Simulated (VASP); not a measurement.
A run of VASP 6.6.1 is set up as follows.

Contents of INCAR:

```
PREC = Accurate
ENCUT = 520
EDIFF = 1E-6
ISMEAR = 0
SIGMA = 0.1
LREAL = False
LASPH = True
NELM = 80
ALGO = Normal
ISIF = 2
LWAVE = False
LCHARG = True
LDIPOL = True
IDIPOL = 3
DIPOL = 0.5 0.5 0.362
GGA = PE
LELF = True
LVHAR = True
LVACPOTAV = True
NBANDS = 33
```

The input KPOINTS:

```
Automatic mesh
0
Gamma
  8 8 1
```

The input POSCAR:

```
Si4Mo2C
1.0
    3.2169717285      0.0000000000      0.0000000000
    0.0000000000      3.2169717285      0.0000000000
    0.0000000000      0.0000000000     21.8787970046
Si Mo C
4 2 1
Direct
    0.0000000000      0.0000000000      0.1828254085
    0.0000000000      0.0000000000      0.3015081460
    0.5000000000      0.5000000000      0.3593659936
    0.5000000000      0.5000000000      0.4743769505
    0.5000000000      0.5000000000      0.2421667772
    0.0000000000      0.0000000000      0.4192862006
    0.5000000000      0.6250000000      0.5563358772
```

Potentials or basis: VASP PAW PBE potentials, release 64 (Si, Mo_sv, C).

Launch:

```bash
$ cat potpaw_PBE.64/Si/POTCAR potpaw_PBE.64/Mo_sv/POTCAR potpaw_PBE.64/C/POTCAR > POTCAR
$ mpirun -np 1 vasp_std > vasp.out
```

(1) Estimate the band gap on the k mesh.

(2) Estimate the largest force.

## Answers

(1) zero (bands 24 and 25 overlap by 0.86 eV).

(2) 0.670 eV/Å.
